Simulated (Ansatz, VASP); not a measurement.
**One calculation of In, two programs**

```
CELL_PARAMETERS angstrom
3.42949 0.00000 0.00000
-1.71475 2.97003 0.00000
0.00000 0.00000 5.21126
ATOMIC_POSITIONS crystal
In 0.33333 0.66667 0.25000
In 0.66667 0.33333 0.75000
```

Alike in both runs: task single point; functional r2SCAN; k mesh 18 × 18 × 10; occupations gaussian, width 0.15 eV; no spin polarisation.

```csv
,VASP,Ansatz
version,VASP 6.6.1,Ansatz 0.2.0
potentials or method,"VASP PAW PBE potentials, release 64 (In_d), cutoff 520 eV","scalar-relativistic, plane waves, PAW"
valence electrons in the cell,26,26
```

|  | VASP | Ansatz | Ansatz less VASP |
| --- | --- | --- | --- |
| gap on the k mesh at the Fermi level (eV) | none | none | - |
| pressure (GPa) | 0.0 | 0.1 | +0.09 |
| traceless stress, the component that is largest in VASP (GPa) | 0.64 | 0.63 | -0.008 |

VASP's potentials were made for PBE, not for r2SCAN. A gap of «none» marks a metal or a gap that the smearing closes.
